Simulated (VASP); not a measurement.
A run of VASP 6.6.1 is set up as follows.

The input INCAR:

```
SYSTEM = Si
PREC = Accurate
ENCUT = 520
EDIFF = 1E-6
ISMEAR = -1
SIGMA = 0.1
LREAL = .False.
LASPH = .True.
NELM = 80
ALGO = Normal
ISIF = 2
LWAVE = .False.
LCHARG = .True.
GGA = PE
IVDW = 13
LELF = .True.
LVHAR = .True.
NBANDS = 8
```

Contents of KPOINTS:

```
regular mesh
0
Gamma
  12 12 11
  0 0 0
```

Contents of POSCAR:

```
Si
1.0
    2.6012530940      0.0000000000      0.0000000000
   -1.3006265470      2.2527512611      0.0000000000
    0.0000000000      0.0000000000      2.4742551982
Si
1
Direct
    0.0000000000      0.0000000000      0.0000000000
```

Potentials or basis: VASP PAW PBE potentials, release 64 (Si).

Launch:

```sh
$ cat potpaw_PBE.64/Si/POTCAR > POTCAR
$ mpirun -np 1 vasp_std > vasp.out
```

Question: Estimate the pressure.

Answer: -0.1 GPa.

Question: What does it give for the band gap on the k mesh?

Answer: Zero (band 2 reaches 17.24 eV, above the bottom of band 3 at 5.22 eV).

Caveat: pairwise dispersion overbinds metals, which lowers pressure and volume.
